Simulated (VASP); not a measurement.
# Na2P (I4/mmm) in VASP: further runs

The runs below take Na2P through single point, with PBE.

All numbers are computed with VASP 6.6.1; they aren't measurements. Logs are shortened: lines on timing, memory, paths and dates and some standing lists are left out, and cuts for length are marked.

### 1 The cell of the first run

The structure is tetragonal, space group I4/mmm (No. 139). The conventional cell has a = 3.548 Å, b = 3.548 Å, c = 12.834 Å, α = 90.00°, β = 90.00°, γ = 90.00°. Within 4.0 Å of Na (site symmetry 4mm) lie 4 P at 3.01 Å and 9 Na at 3.34 to 3.97 Å. Within 4.0 Å of P (site symmetry 4/mmm) lie 8 Na at 3.01 Å and 4 P at 3.55 Å.

The cell was built from a structure type or drawn by symmetry, and may not be a known phase.

### 2 Single point, PBE

File INCAR:

```
  PREC = Accurate
  ENCUT = 520
  EDIFF = 1E-6
  ISMEAR = 0
  SIGMA = 0.1
  LREAL = False
  LASPH = True
  NELM = 60
  ALGO = Normal
  ISIF = 2
  LWAVE = False
  LCHARG = False
  GGA = PE
  NBANDS = 16
```

File KPOINTS:

```
Automatic mesh
0
Gamma
  6 6 6
```

File POSCAR:

```
Na2P
1.0
   -1.7742394700      1.7742394700      6.4168328800
    1.7742394700     -1.7742394700      6.4168328800
    1.7742394700      1.7742394700     -6.4168328800
Na P
2 1
Direct
    0.3700000000      0.3700000000      0.0000000000
    0.6300000000      0.6300000000      0.0000000000
    0.0000000000      0.0000000000      0.0000000000
```

Potentials or basis: VASP PAW PBE potentials, release 64 (Na_pv, P).

Launch:

```sh
> cat potpaw_PBE.64/Na_pv/POTCAR potpaw_PBE.64/P/POTCAR > POTCAR
> mpirun -np 1 vasp_std > vasp.out
```

OUTCAR:

```text
PREC = Accurate
   ENCUT = 520
   EDIFF = 1E-6
   ISMEAR = 0
   LREAL = False
   LASPH = True
   NELM = 60
   ISIF = 2
   GGA = PE

 ion  position               nearest neighbor table
   1  0.370  0.370  0.000-
   2  0.630  0.630  0.000-
   3  0.000  0.000  0.000-

  LATTYP: Found a body centered tetragonal cell.
 ALAT       =     3.5484789400
 C/A-ratio  =     3.6166667400

  Lattice vectors:

 A1 = (  -1.7742394700,   1.7742394700,   6.4168328800)
 A2 = (   1.7742394700,  -1.7742394700,   6.4168328800)
 A3 = (   1.7742394700,   1.7742394700,  -6.4168328800)

Analysis of symmetry for initial positions (statically):
=====================================================================
 Subroutine PRICEL returns:
 Original cell was already a primitive cell.

 Routine SETGRP: Setting up the symmetry group for a
 body centered tetragonal supercell.

 Subroutine GETGRP returns: Found 16 space group operations
 (whereof 16 operations were pure point group operations)
 out of a pool of 16 trial point group operations.

The static configuration has the point symmetry D_4h.

Analysis of symmetry for dynamics (positions and initial velocities):
=====================================================================
 Subroutine PRICEL returns:
 Original cell was already a primitive cell.

 Routine SETGRP: Setting up the symmetry group for a
 body centered tetragonal supercell.

 Subroutine GETGRP returns: Found 16 space group operations
 (whereof 16 operations were pure point group operations)
 out of a pool of 16 trial point group operations.

The dynamic configuration has the point symmetry D_4h.

 Subroutine INISYM returns: Found 16 space group operations
 (whereof 16 operations are pure point group operations),
 and found     1 'primitive' translations

----------------------------------------------------------------------------------------

                                     Primitive cell

  volume of cell :      80.7989

  direct lattice vectors                    reciprocal lattice vectors
    -1.774239470  1.774239470  6.416832880     0.000000000  0.281810888  0.077920060
     1.774239470 -1.774239470  6.416832880     0.281810888  0.000000000  0.077920060
     1.774239470  1.774239470 -6.416832880     0.281810888  0.281810888  0.000000000

  length of vectors
     6.889963396  6.889963396  6.889963396     0.292384870  0.292384870  0.398540779

  position of ions in fractional coordinates (direct lattice)
     0.370000000  0.370000000  0.000000000
     0.630000000  0.630000000  0.000000000
     0.000000000  0.000000000  0.000000000

  ion indices of the primitive-cell ions
   primitive index   ion index
                 1           1
                 2           2
                 3           3

----------------------------------------------------------------------------------------

 KPOINTS: Automatic mesh

Automatic generation of k-mesh.
 Grid dimensions read from file:
 generate k-points for:    6    6    6

 Generating k-lattice:

  Cartesian coordinates                     Fractional coordinates (reciprocal lattice)
     0.000000000  0.046968481  0.012986677     0.166666667  0.000000000  0.000000000
     0.046968481  0.000000000  0.012986677     0.000000000  0.166666667  0.000000000
     0.046968481  0.046968481  0.000000000     0.000000000  0.000000000  0.166666667

  Length of vectors
     0.048730812  0.048730812  0.066423463

  Shift w.r.t. Gamma in fractional coordinates (k-lattice)
     0.000000000  0.000000000  0.000000000

 Subroutine IBZKPT returns following result:
 ===========================================

 Found     30 irreducible k-points:

 Following reciprocal coordinates:
            Coordinates               Weight
  0.000000  0.000000  0.000000      1.000000
  0.166667 -0.000000  0.000000      8.000000
  0.333333  0.000000 -0.000000      8.000000
  0.500000 -0.000000  0.000000      4.000000
  0.166667  0.166667  0.000000      8.000000
  0.333333  0.166667 -0.000000     16.000000
[... 16 lines left out ...]
 -0.333333 -0.333333  0.166667      8.000000
 -0.166667 -0.333333  0.166667      8.000000
 [... further k-points ...]
   k-points           NKPTS =     30   k-points in BZ     NKDIM =     30   number of bands    NBANDS=     16
   number of dos      NEDOS =    301   number of ions     NIONS =      3
   total plane-waves  NPLWV = 157464
   dimension x,y,z NGX =    54 NGY =   54 NGZ =   54
   dimension x,y,z NGXF=   108 NGYF=  108 NGZF=  108
   ions per type =               2   1
   NGX,Y,Z   is equivalent  to a cutoff of  13.03, 13.03, 13.03 a.u.
   NGXF,Y,Z  is equivalent  to a cutoff of  26.06, 26.06, 26.06 a.u.
 SYSTEM =  unknown system
   PREC   = accura    normal or accurate (medium, high low for compatibility)
   ISTART =      0    job   : 0-new  1-cont  2-samecut
   ICHARG =      2    charge: 1-file 2-atom 10-const
   ISPIN  =      1    spin polarized calculation?
   LNONCOLLINEAR =      F non collinear calculations
   LSORBIT =      F    spin-orbit coupling
   LASPH  =      T    aspherical Exc in radial PAW
   ENCUT  =  520.0 eV  38.22 Ry    6.18 a.u.  12.81 12.81 12.81*2*pi/ulx,y,z
   NELM   =     60;   NELMIN=  2; NELMDL= -5     # of ELM steps
   EDIFF  = 0.1E-05   stopping-criterion for ELM
   LREAL  =      F    real-space projection
   EDIFFG = 0.1E-04   stopping-criterion for IOM
   NSW    =      0    number of steps for IOM
   IBRION =     -1    ionic relax: 0-MD 1-quasi-New 2-CG
   NFREE  =      0    steps in history (QN), initial steepest desc. (CG)
   ISIF   =      2    stress and relaxation
   ISYM   =      2    0-nonsym 1-usesym 2-fastsym
   POTIM  = 0.5000    time-step for ionic-motion
   TEBEG  =    0.0;   TEEND  =   0.0 temperature during run
   PSTRESS=    0.0 pullay stress
   NELECT =      19.0000    total number of electrons
   NUPDOWN=      -1.0000    fix difference up-down
   EMIN   =  10.00;   EMAX   =-10.00  energy-range for DOS
   EFERMI =   0.00;   METHOD = LEGACY
   ISMEAR =     0;   SIGMA  =   0.10  broadening in eV -4-tet -1-fermi 0-gaus
   EFERMI_NEDOS =   21; number of points for ismear=-14 and -15
   IALGO  =     38    algorithm
   IMIX   =      4    mixing-type and parameters
     AMIX     =   0.40;   BMIX     =  1.00
     AMIX_MAG =   1.60;   BMIX_MAG =  1.00
  volume/ion in A,a.u.               =      26.93       181.75
  Fermi-wavevector in a.u.,A,eV,Ry     =   1.010472  1.909515 13.892280  1.021054
  Thomas-Fermi vector in A             =   2.143463
   LORBIT       =      0    0 simple, 1 ext, 2 COOP (PROOUT), +10 PAW based schemes
   GGA     = PE    functional components
   LHFCALC =     F    Hartree Fock is set to
   AEXX    =    0.0000 exact exchange contribution
   IVDW    =     0    specifies the selected vdW correction
   LEPSILON=     F    determine dielectric tensor
   LRPA    =     F    only Hartree local field effects (RPA)
 non-spin polarized calculation
 Gauss-broadening in eV      SIGMA  =   0.10
  energy-cutoff  :      520.00
  volume of cell :       80.80
 maximum number of plane-waves:      2196
 NGX is ok and might be reduce to    54
   NGX = 25   NGY = 25   NGZ = 25

 number of electron      18.9999998 magnetization

 Free energy of the ion-electron system (eV)
  ---------------------------------------------------
  ext. energy  EPLUGINS =         0.00000000
  ---------------------------------------------------
  free energy    TOTEN  =        -8.03798069 eV

  energy without entropy =       -8.02402196  energy(sigma->0) =       -8.03100132

 E-fermi :   1.6124     XC(G=0):  -7.6148

 val. band max:        1.5792927440   @ k =  -0.3333   0.1667   0.0000
 cond. band min:       1.6467437738   @ k =   0.3333   0.1667  -0.0000
 fundamental gap:      0.0674510297
 Fermi energy:         1.6124301649

 k-point     1 :       0.0000    0.0000    0.0000
  band No.  band energies     occupation
      1     -22.6654      2.00000
      2     -22.6231      2.00000
      3     -22.5938      2.00000
      4     -22.5938      2.00000
      5     -22.5933      2.00000
      6     -22.5933      2.00000
[... 8 lines left out ...]
     15      10.0839      0.00000
     16      10.2049      0.00000

 k-point     2 :       0.1667   -0.0000    0.0000
  band No.  band energies     occupation
      1     -22.6628      2.00000
      2     -22.6238      2.00000
      3     -22.6031      2.00000
      4     -22.6010      2.00000
      5     -22.5936      2.00000
      6     -22.5920      2.00000
[... 8 lines left out ...]
     15       9.1220      0.00000
     16      10.6042      0.00000

 k-point     3 :       0.3333    0.0000   -0.0000
  band No.  band energies     occupation
      1     -22.6575      2.00000
      2     -22.6269      2.00000
      3     -22.6198      2.00000
      4     -22.6166      2.00000
      5     -22.5925      2.00000
      6     -22.5900      2.00000
[... 8 lines left out ...]
     15       9.5391      0.00000
     16      10.5678      0.00000

 k-point     4 :       0.5000   -0.0000    0.0000
  band No.  band energies     occupation
      1     -22.6549      2.00000
      2     -22.6327      2.00000
      3     -22.6247      2.00000
      4     -22.6235      2.00000
      5     -22.5919      2.00000
      6     -22.5891      2.00000
[... 8 lines left out ...]
     15       9.2163      0.00000
     16      10.2798      0.00000
[... 324 lines left out ...]
 k-point    22 :      -0.1667    0.5000    0.1667
  band No.  band energies     occupation
      1     -22.6549      2.00000
      2     -22.6293      2.00000
      3     -22.6206      2.00000
      4     -22.6161      2.00000
      5     -22.5932      2.00000
      6     -22.5894      2.00000
[... 8 lines left out ...]
     15       8.3415      0.00000
     16      11.3573      0.00000

 k-point    23 :      -0.3333   -0.3333    0.1667
  band No.  band energies     occupation
      1     -22.6556      2.00000
      2     -22.6293      2.00000
      3     -22.6037      2.00000
      4     -22.6035      2.00000
      5     -22.5995      2.00000
      6     -22.5980      2.00000
[... 8 lines left out ...]
     15       9.0803      0.00000
     16       9.1967      0.00000

 k-point    24 :      -0.1667   -0.3333    0.1667
  band No.  band energies     occupation
      1     -22.6592      2.00000
      2     -22.6276      2.00000
      3     -22.6041      2.00000
      4     -22.6000      2.00000
      5     -22.5947      2.00000
      6     -22.5909      2.00000
[... 8 lines left out ...]
     15       9.0885      0.00000
     16      10.6222      0.00000

 [... further k-points ...]

------------------------ aborting loop because EDIFF is reached ----------------------------------------

  FORCE on cell =-STRESS in cart. coord.  units (eV):
  Direction    XX          YY          ZZ          XY          YZ          ZX
  --------------------------------------------------------------------------------------
  -------------------------------------------------------------------------------------
  Total       -0.3924145     -0.3924145     -1.5217834      0.0000000      0.0000000      0.0000000
  in kB       -7.7812688     -7.7812688    -30.1757617      0.0000000      0.0000000      0.0000000
  external PRESSURE =     -15.2460998 kB  Pullay stress =       0.0000000 kB

 VOLUME and BASIS-vectors are now :
 -----------------------------------------------------------------------------
  energy-cutoff  :      520.00
  volume of cell :       80.80
      direct lattice vectors                 reciprocal lattice vectors
    -1.774239470  1.774239470  6.416832880     0.000000000  0.281810888  0.077920060
     1.774239470 -1.774239470  6.416832880     0.281810888  0.000000000  0.077920060
     1.774239470  1.774239470 -6.416832880     0.281810888  0.281810888  0.000000000

 POSITION                                       TOTAL-FORCE (eV/Angst)
 -----------------------------------------------------------------------------------
      0.00000      0.00000      4.74846         0.000000      0.000000      0.377813
      0.00000      0.00000      8.08521         0.000000      0.000000     -0.377813
      0.00000      0.00000      0.00000        -0.000000     -0.000000     -0.000000
 -----------------------------------------------------------------------------------
    total drift:                               -0.000000      0.000000      0.000000

  FREE ENERGIE OF THE ION-ELECTRON SYSTEM (eV)
  ---------------------------------------------------
  free  energy   TOTEN  =        -8.0379806874 eV

  energy  without entropy=       -8.0240219588  energy(sigma->0) =       -8.03100132
```

It took 79 s on 1 thread of Intel Xeon 6975P-C (Granite Rapids), shared host; peak memory 0.37 GiB.

What came out:

| Property | Result |
| --- | --- |
| Free energy | -8.0380 eV |
| Pressure | -1.5 GPa |
| Largest force | 0.378 eV/Å |
| Band gap on the k mesh | zero (an odd number of electrons rules out a gap without spin polarisation) |

Forces on the atoms (eV/Å):
```
Na   0.000  0.000  0.378
Na   0.000  0.000 -0.378
P    0.000  0.000  0.000
```

### 3 Single point, PBE

This run uses another cell than the first one, of 21.51 Å³/atom.

File INCAR:

```
PREC     = Accurate       # precision mode
ENCUT    = 520            # plane-wave cutoff, eV
EDIFF    = 1E-6           # SCF threshold, eV
ISMEAR   = 0              # smearing method
SIGMA    = 0.1            # smearing width, eV
LREAL    = F              # projectors in reciprocal space
LASPH    = T              # aspherical terms in the spheres
NELM     = 60             # most SCF steps
ALGO     = Normal         # electronic algorithm
ISIF     = 2              # what is computed and relaxed
LWAVE    = F              # write WAVECAR
LCHARG   = F              # write CHGCAR
GGA      = PE             # functional
NBANDS   = 16             # bands
```

File KPOINTS:

```
Automatic mesh
0
Gamma
  18 18 18
```

File POSCAR:

```
Na2P
1.0
   -1.8947584627      1.8947584627      4.4928598140
    1.8947584627     -1.8947584627      4.4928598140
    1.8947584627      1.8947584627     -4.4928598140
Na P
2 1
Direct
    0.3446872949      0.3446872949      0.0000000000
    0.6553127051      0.6553127051      0.0000000000
    0.0000000000      0.0000000000      0.0000000000
```

Potentials or basis: VASP PAW PBE potentials, release 64 (Na_pv, P).

Launch:

```sh
> cat potpaw_PBE.64/Na_pv/POTCAR potpaw_PBE.64/P/POTCAR > POTCAR
> mpirun -np 1 vasp_std > vasp.out
```

OUTCAR:

```text
PREC = Accurate
   ENCUT = 520
   EDIFF = 1E-6
   ISMEAR = 0
   LREAL = F
   LASPH = T
   NELM = 60
   ISIF = 2
   GGA = PE

 ion  position               nearest neighbor table
   1  0.345  0.345  0.000-   2 2.79
   2  0.655  0.655  0.000-   1 2.79
   3  0.000  0.000  0.000-

  LATTYP: Found a body centered tetragonal cell.
 ALAT       =     3.7895169254
 C/A-ratio  =     2.3712045110

  Lattice vectors:

[... 628 lines left out ...]
      3     -21.5900      2.00000
      4     -21.5705      2.00000
      5     -21.5622      2.00000
      6     -21.5220      2.00000
[... 8 lines left out ...]
     15      10.1211      0.00000
     16      11.5401      0.00000

 [... further k-points ...]
[... 5 lines left out ...]
  --------------------------------------------------------------------------------------
  -------------------------------------------------------------------------------------
  Total        0.0239723      0.0239723      0.0060189      0.0000000      0.0000000      0.0000000
  in kB        0.5952906      0.5952906      0.1494642      0.0000000      0.0000000      0.0000000
  external PRESSURE =       0.4466818 kB  Pullay stress =       0.0000000 kB

 VOLUME and BASIS-vectors are now :
 -----------------------------------------------------------------------------
  energy-cutoff  :      520.00
  volume of cell :       64.52
      direct lattice vectors                 reciprocal lattice vectors
    -1.894758463  1.894758463  4.492859814     0.000000000  0.263885878  0.111287692
     1.894758463 -1.894758463  4.492859814     0.263885878  0.000000000  0.111287692
     1.894758463  1.894758463 -4.492859814     0.263885878  0.263885878  0.000000000

 POSITION                                       TOTAL-FORCE (eV/Angst)
 -----------------------------------------------------------------------------------
      0.00000      0.00000      3.09726        -0.000000      0.000000     -0.000055
      0.00000      0.00000      5.88846        -0.000000     -0.000000      0.000055
      0.00000      0.00000      0.00000         0.000000     -0.000000      0.000000
 -----------------------------------------------------------------------------------
    total drift:                                0.000000     -0.000000      0.000000

  FREE ENERGIE OF THE ION-ELECTRON SYSTEM (eV)
  ---------------------------------------------------
  free  energy   TOTEN  =        -8.4340714410 eV

  energy  without entropy=       -8.4293914304  energy(sigma->0) =       -8.43173144
```

stdout:

```text
POSCAR found type information on POSCAR NaP
 POSCAR found :  2 types and       3 ions
 scaLAPACK will be used
 LDA part: xc-table for (Slater+PW92), standard interpolation
 POSCAR, INCAR and KPOINTS ok, starting setup
 FFT: planning ... GRIDC
 FFT: planning ... GRID_SOFT
 FFT: planning ... GRID
 WAVECAR not read
 entering main loop
```

It took 3.9 min on 1 thread of Intel Xeon 6975P-C (Granite Rapids), shared host; peak memory 0.54 GiB.

What came out:

- Free energy: -8.4341 eV
- Pressure: 0.0 GPa
- Band gap on the k mesh: zero (an odd number of electrons rules out a gap without spin polarisation)
